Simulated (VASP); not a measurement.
# KBr (I4/mmm) in VASP: settings compared

Aim: see how the results for KBr move with the level of theory and the settings. Levels: PBE, r2SCAN. Tasks: single point.

Program: VASP 6.6.1. These are calculated values, not measurements. Logs are shortened: lines on timing, memory, paths and dates and some standing lists are left out, and cuts for length are marked.

## 1. The cell of the first run

The structure is tetragonal, space group I4/mmm (No. 139). The conventional cell has a = 4.396 Å, b = 4.396 Å, c = 6.698 Å, α = 90.00°, β = 90.00°, γ = 90.00°. Within 4.1 Å of K (site symmetry 4/mmm) lie 6 Br at 3.11 to 3.35 Å. Br (site symmetry 4/mmm) has 6 K at 3.11 to 3.35 Å within 4.1 Å.

## 2. Single point, PBE (epitaxial xy strain -5.9%)

File INCAR:

```
PREC = Accurate
ENCUT = 520
EDIFF = 1E-6
ISMEAR = -1
SIGMA = 0.02
LREAL = F
LASPH = T
NELM = 100
ALGO = Normal
ISIF = 2
LWAVE = F
LCHARG = F
GGA = PE
NBANDS = 15
```

File KPOINTS:

```
regular mesh
0
Gamma
  6 6 6
```

File POSCAR:

```
KBr
1.0
    0.0000000000      3.1087360978      3.3488431232
    3.1087360978      0.0000000000      3.3488431232
    3.1087360978      3.1087360978      0.0000000000
K Br
1 1
Direct
    0.0000000000      0.0000000000      0.0000000000
    0.5000000000      0.5000000000      0.5000000000
```

Potentials or basis: VASP PAW PBE potentials, release 64 (K_sv, Br).

The run is started by

```
$ cat potpaw_PBE.64/K_sv/POTCAR potpaw_PBE.64/Br/POTCAR > POTCAR
$ mpirun -np 1 vasp_std > vasp.out
```

OUTCAR:

```text
PREC = Accurate
   ENCUT = 520
   EDIFF = 1E-6
   ISMEAR = -1
   LREAL = F
   LASPH = T
   NELM = 100
   ISIF = 2
   GGA = PE

 ion  position               nearest neighbor table
   1  0.000  0.000  0.000-   2 3.11   2 3.11   2 3.11   2 3.11
   2  0.500  0.500  0.500-   1 3.11   1 3.11   1 3.11   1 3.11

  LATTYP: Found a body centered tetragonal cell.
 ALAT       =     4.3964167513
 C/A-ratio  =     1.5234420723

  Lattice vectors:

 A1 = (  -3.1087360978,   0.0000000000,   3.3488431232)
 A2 = (   3.1087360978,   0.0000000000,   3.3488431232)
 A3 = (   0.0000000000,   3.1087360978,  -3.3488431232)

Analysis of symmetry for initial positions (statically):
=====================================================================
 Subroutine PRICEL returns:
 Original cell was already a primitive cell.

 Routine SETGRP: Setting up the symmetry group for a
 body centered tetragonal supercell.

 Subroutine GETGRP returns: Found 16 space group operations
 (whereof 16 operations were pure point group operations)
 out of a pool of 16 trial point group operations.

The static configuration has the point symmetry D_4h.

Analysis of symmetry for dynamics (positions and initial velocities):
=====================================================================
 Subroutine PRICEL returns:
 Original cell was already a primitive cell.

 Routine SETGRP: Setting up the symmetry group for a
 body centered tetragonal supercell.

 Subroutine GETGRP returns: Found 16 space group operations
 (whereof 16 operations were pure point group operations)
 out of a pool of 16 trial point group operations.

The dynamic configuration has the point symmetry D_4h.

 Subroutine INISYM returns: Found 16 space group operations
 (whereof 16 operations are pure point group operations),
 and found     1 'primitive' translations

----------------------------------------------------------------------------------------

                                     Primitive cell

  volume of cell :      64.7280

  direct lattice vectors                    reciprocal lattice vectors
     0.000000000  3.108736098  3.348843123    -0.160837068  0.160837068  0.149305292
     3.108736098  0.000000000  3.348843123     0.160837068 -0.160837068  0.149305292
     3.108736098  3.108736098  0.000000000     0.160837068  0.160837068 -0.149305292

  length of vectors
     4.569353389  4.569353389  4.396416751     0.272083067  0.272083067  0.272083067

  position of ions in fractional coordinates (direct lattice)
     0.000000000  0.000000000  0.000000000
     0.500000000  0.500000000  0.500000000

  ion indices of the primitive-cell ions
   primitive index   ion index
                 1           1
                 2           2

----------------------------------------------------------------------------------------

 KPOINTS: regular mesh

Automatic generation of k-mesh.
 Grid dimensions read from file:
 generate k-points for:    6    6    6

 Generating k-lattice:

  Cartesian coordinates                     Fractional coordinates (reciprocal lattice)
    -0.026806178  0.026806178  0.024884215     0.166666667  0.000000000  0.000000000
     0.026806178 -0.026806178  0.024884215     0.000000000  0.166666667  0.000000000
     0.026806178  0.026806178 -0.024884215     0.000000000  0.000000000  0.166666667

  Length of vectors
     0.045347178  0.045347178  0.045347178

  Shift w.r.t. Gamma in fractional coordinates (k-lattice)
     0.000000000  0.000000000  0.000000000

 Subroutine IBZKPT returns following result:
 ===========================================

 Found     30 irreducible k-points:

 Following reciprocal coordinates:
            Coordinates               Weight
  0.000000  0.000000  0.000000      1.000000
  0.166667 -0.000000  0.000000      8.000000
  0.333333 -0.000000  0.000000      8.000000
  0.500000  0.000000  0.000000      4.000000
  0.166667  0.166667  0.000000      2.000000
  0.333333  0.166667  0.000000      8.000000
[... 16 lines left out ...]
  0.333333  0.000000  0.333333      4.000000
  0.500000  0.000000  0.333333     16.000000
 [... further k-points ...]
   k-points           NKPTS =     30   k-points in BZ     NKDIM =     30   number of bands    NBANDS=     15
   number of dos      NEDOS =    301   number of ions     NIONS =      2
   total plane-waves  NPLWV =  46656
   dimension x,y,z NGX =    36 NGY =   36 NGZ =   36
   dimension x,y,z NGXF=    72 NGYF=   72 NGZF=   72
   ions per type =               1   1
   NGX,Y,Z   is equivalent  to a cutoff of  13.10, 13.10, 13.61 a.u.
   NGXF,Y,Z  is equivalent  to a cutoff of  26.20, 26.20, 27.23 a.u.
 SYSTEM =  unknown system
   PREC   = accura    normal or accurate (medium, high low for compatibility)
   ISTART =      0    job   : 0-new  1-cont  2-samecut
   ICHARG =      2    charge: 1-file 2-atom 10-const
   ISPIN  =      1    spin polarized calculation?
   LNONCOLLINEAR =      F non collinear calculations
   LSORBIT =      F    spin-orbit coupling
   LASPH  =      T    aspherical Exc in radial PAW
   ENCUT  =  520.0 eV  38.22 Ry    6.18 a.u.   8.50  8.50  8.17*2*pi/ulx,y,z
   NELM   =    100;   NELMIN=  2; NELMDL= -5     # of ELM steps
   EDIFF  = 0.1E-05   stopping-criterion for ELM
   LREAL  =      F    real-space projection
   EDIFFG = 0.1E-04   stopping-criterion for IOM
   NSW    =      0    number of steps for IOM
   IBRION =     -1    ionic relax: 0-MD 1-quasi-New 2-CG
   NFREE  =      0    steps in history (QN), initial steepest desc. (CG)
   ISIF   =      2    stress and relaxation
   ISYM   =      2    0-nonsym 1-usesym 2-fastsym
   POTIM  = 0.5000    time-step for ionic-motion
   TEBEG  =    0.0;   TEEND  =   0.0 temperature during run
   PSTRESS=    0.0 pullay stress
   NELECT =      16.0000    total number of electrons
   NUPDOWN=      -1.0000    fix difference up-down
   EMIN   =  10.00;   EMAX   =-10.00  energy-range for DOS
   EFERMI =   0.00;   METHOD = LEGACY
   ISMEAR =    -1;   SIGMA  =   0.02  broadening in eV -4-tet -1-fermi 0-gaus
   EFERMI_NEDOS =   21; number of points for ismear=-14 and -15
   IALGO  =     38    algorithm
   IMIX   =      4    mixing-type and parameters
     AMIX     =   0.40;   BMIX     =  1.00
     AMIX_MAG =   1.60;   BMIX_MAG =  1.00
  volume/ion in A,a.u.               =      32.36       218.40
  Fermi-wavevector in a.u.,A,eV,Ry     =   1.027426  1.941554 14.362374  1.055605
  Thomas-Fermi vector in A             =   2.161371
   LORBIT       =      0    0 simple, 1 ext, 2 COOP (PROOUT), +10 PAW based schemes
   GGA     = PE    functional components
   LHFCALC =     F    Hartree Fock is set to
   AEXX    =    0.0000 exact exchange contribution
   IVDW    =     0    specifies the selected vdW correction
   LEPSILON=     F    determine dielectric tensor
   LRPA    =     F    only Hartree local field effects (RPA)
 non-spin polarized calculation
  energy-cutoff  :      520.00
  volume of cell :       64.73
 maximum number of plane-waves:      1769
 NGX is ok and might be reduce to    36
   NGX = 17   NGY = 17   NGZ = 17

 number of electron      16.0000000 magnetization

 Free energy of the ion-electron system (eV)
  ---------------------------------------------------
  ext. energy  EPLUGINS =         0.00000000
  ---------------------------------------------------
  free energy    TOTEN  =        -6.09641568 eV

  energy without entropy =       -6.09641568  energy(sigma->0) =       -6.09641568

 E-fermi :  -0.7973     XC(G=0):  -7.7910

 val. band max:       -1.2599782012   @ k =   0.0000   0.0000   0.0000
 cond. band min:       3.4217979156   @ k =   0.0000   0.0000   0.0000
 fundamental gap:      4.6817761167
 Fermi energy:        -0.7973312420

 k-point     1 :       0.0000    0.0000    0.0000
  band No.  band energies     occupation
      1     -28.8519      2.00000
      2     -13.7297      2.00000
      3     -12.3454      2.00000
      4     -12.3454      2.00000
      5     -12.3371      2.00000
      6      -1.3341      2.00000
      7      -1.2600      2.00000
      8      -1.2600      2.00000
      9       3.4218      0.00000
     10       5.9967      0.00000
     11       6.4953      0.00000
     12       6.4953      0.00000
     13       7.0844      0.00000
     14       7.3788      0.00000
     15      10.6019      0.00000

 k-point     2 :       0.1667   -0.0000    0.0000
  band No.  band energies     occupation
      1     -28.8493      2.00000
      2     -13.7987      2.00000
      3     -12.3439      2.00000
      4     -12.3433      2.00000
      5     -12.2480      2.00000
      6      -1.7243      2.00000
      7      -1.4271      2.00000
      8      -1.3825      2.00000
      9       4.1324      0.00000
     10       6.1599      0.00000
     11       6.5919      0.00000
     12       6.8374      0.00000
     13       7.5112      0.00000
     14       7.8311      0.00000
     15      11.5892      0.00000

 k-point     3 :       0.3333   -0.0000    0.0000
  band No.  band energies     occupation
      1     -28.8442      2.00000
      2     -13.9168      2.00000
      3     -12.3532      2.00000
      4     -12.3407      2.00000
      5     -12.0736      2.00000
      6      -2.4107      2.00000
      7      -1.6405      2.00000
      8      -1.6097      2.00000
      9       5.1861      0.00000
     10       6.6732      0.00000
     11       7.5302      0.00000
     12       7.7695      0.00000
     13       8.5742      0.00000
     14       8.9621      0.00000
     15      10.5780      0.00000
[... 343 lines left out ...]
 k-point    23 :       0.3333    0.0000    0.3333
  band No.  band energies     occupation
      1     -28.8409      2.00000
      2     -13.7602      2.00000
      3     -12.4044      2.00000
      4     -12.3707      2.00000
      5     -12.2633      2.00000
      6      -2.2597      2.00000
      7      -1.5852      2.00000
      8      -1.5803      2.00000
      9       4.7705      0.00000
     10       5.6027      0.00000
     11       7.9984      0.00000
     12       8.9260      0.00000
     13       9.0208      0.00000
     14       9.1105      0.00000
     15      10.3531      0.00000

 k-point    24 :       0.5000    0.0000    0.3333
  band No.  band energies     occupation
      1     -28.8384      2.00000
      2     -13.7100      2.00000
      3     -12.4362      2.00000
      4     -12.3842      2.00000
      5     -12.3050      2.00000
      6      -2.1941      2.00000
      7      -1.7996      2.00000
      8      -1.6669      2.00000
      9       4.8986      0.00000
     10       6.5496      0.00000
     11       8.0591      0.00000
     12       8.5579      0.00000
     13       8.9792      0.00000
     14       9.4842      0.00000
     15      10.2600      0.00000

 [... further k-points ...]
[... 5 lines left out ...]
  --------------------------------------------------------------------------------------
  -------------------------------------------------------------------------------------
  Total        1.8621154      1.8621154      0.3648740      0.0000000      0.0000000      0.0000000
  in kB       46.0919059     46.0919059      9.0315218      0.0000000      0.0000000      0.0000000
  external PRESSURE =      33.7384445 kB  Pullay stress =       0.0000000 kB

 VOLUME and BASIS-vectors are now :
 -----------------------------------------------------------------------------
  energy-cutoff  :      520.00
  volume of cell :       64.73
      direct lattice vectors                 reciprocal lattice vectors
     0.000000000  3.108736098  3.348843123    -0.160837068  0.160837068  0.149305292
     3.108736098  0.000000000  3.348843123     0.160837068 -0.160837068  0.149305292
     3.108736098  3.108736098  0.000000000     0.160837068  0.160837068 -0.149305292

 POSITION                                       TOTAL-FORCE (eV/Angst)
 -----------------------------------------------------------------------------------
      0.00000      0.00000      0.00000         0.000000      0.000000     -0.000000
      3.10874      3.10874      3.34884        -0.000000     -0.000000      0.000000
 -----------------------------------------------------------------------------------
    total drift:                                0.000000      0.000000      0.000000

  FREE ENERGIE OF THE ION-ELECTRON SYSTEM (eV)
  ---------------------------------------------------
  free  energy   TOTEN  =        -6.0964156818 eV

  energy  without entropy=       -6.0964156818  energy(sigma->0) =       -6.09641568
```

Wall time 19 s (1 thread of Intel Xeon Platinum 8488C (Sapphire Rapids), shared host); peak memory 0.2 GiB.

Results:

```
Free energy            : -6.0964 eV
Pressure               : 3.4 GPa
Band gap on the k mesh : 4.68 eV, direct
```

Stress tensor (GPa, compression positive):
```
4.61 0.00 0.00
0.00 4.61 0.00
0.00 0.00 0.90
```

Levels at points of the mesh, in eV from the valence-band top:
```
           k point  band 5  band 6  band 7  band 8  band 9  band 10  band 11  band 12
(0.00, 0.00, 0.00)  -11.08   -0.07    0.00    0.00    4.68     7.26     7.76     7.76
(0.50, 0.00, 0.00)  -10.73   -1.44   -0.48   -0.46    6.77     8.55    10.03    10.03
(0.50, 0.50, 0.00)  -11.13   -1.04   -0.26   -0.26    5.75     7.57     9.39     9.81
(0.50, 0.00, 0.50)  -11.12   -0.90   -0.39   -0.38    5.67     7.58     9.59    10.09
```

Caveat: the cell differs from its parent crystal (epitaxial xy strain -5.9%).

## 3. Single point, r2SCAN (epitaxial xy strain -5.9%)

POSCAR is that of step 2.

File INCAR.step1:

```
SYSTEM = KBr
ALGO = Normal ; EDIFF = 1E-4
ENCUT = 520 ; GGA = PE
ISMEAR = 0 ; LASPH = .True.
LCHARG = .False. ; LREAL = .False.
LWAVE = .True. ; NBANDS = 15
NELM = 80 ; PREC = Accurate
SIGMA = 0.01
```

File INCAR.step2:

```
SYSTEM = KBr
ALGO = Normal ; EDIFF = 1E-6
ENCUT = 520 ; ISIF = 2
ISMEAR = 0 ; ISTART = 1
LASPH = .True. ; LCHARG = .False.
LMIXTAU = .True. ; LREAL = .False.
LWAVE = .False. ; METAGGA = R2SCAN
NBANDS = 15 ; NELM = 80
PREC = Accurate ; SIGMA = 0.01
```

File KPOINTS:

```
k-points
0
Gamma
  6 6 6
  0 0 0
```

Potentials or basis: VASP PAW PBE potentials, release 64 (K_sv, Br).

The run is started by

```
$ cat potpaw_PBE.64/K_sv/POTCAR potpaw_PBE.64/Br/POTCAR > POTCAR
$ cp INCAR.step1 INCAR
$ mpirun -np 1 vasp_std > vasp.out
$ cp INCAR.step2 INCAR
$ mpirun -np 1 vasp_std > vasp.out
```

Run time: 75 s. Hardware: 1 thread of Intel Xeon Platinum 8488C (Sapphire Rapids), shared host; peak memory 0.22 GiB.

It converged, with:

| Item | Value |
| --- | --- |
| Free energy | -23.1592 eV |
| Pressure | 2.7 GPa |
| Band gap on the k mesh | 5.34 eV, direct |

Stress tensor (GPa, compression positive):
```
3.96 0.00 0.00
0.00 3.96 0.00
0.00 0.00 0.04
```

Levels at points of the mesh, in eV from the valence-band top:
| k point | band 6 | band 7 | band 8 | band 9 | band 10 | band 11 |
| --- | --- | --- | --- | --- | --- | --- |
| (0.00, 0.00, 0.00) | -0.08 | 0.00 | 0.00 | 5.34 | 7.88 | 8.38 |
| (0.50, 0.00, 0.00) | -1.43 | -0.48 | -0.45 | 7.31 | 9.19 | 10.78 |
| (0.50, 0.50, 0.00) | -1.06 | -0.26 | -0.26 | 6.26 | 8.43 | 10.22 |
| (0.50, 0.00, 0.50) | -0.91 | -0.40 | -0.39 | 6.16 | 8.40 | 10.43 |

Caveat: the cell differs from its parent crystal (epitaxial xy strain -5.9%); the PAW data sets were made with another functional, which shifts forces and pressure a little.
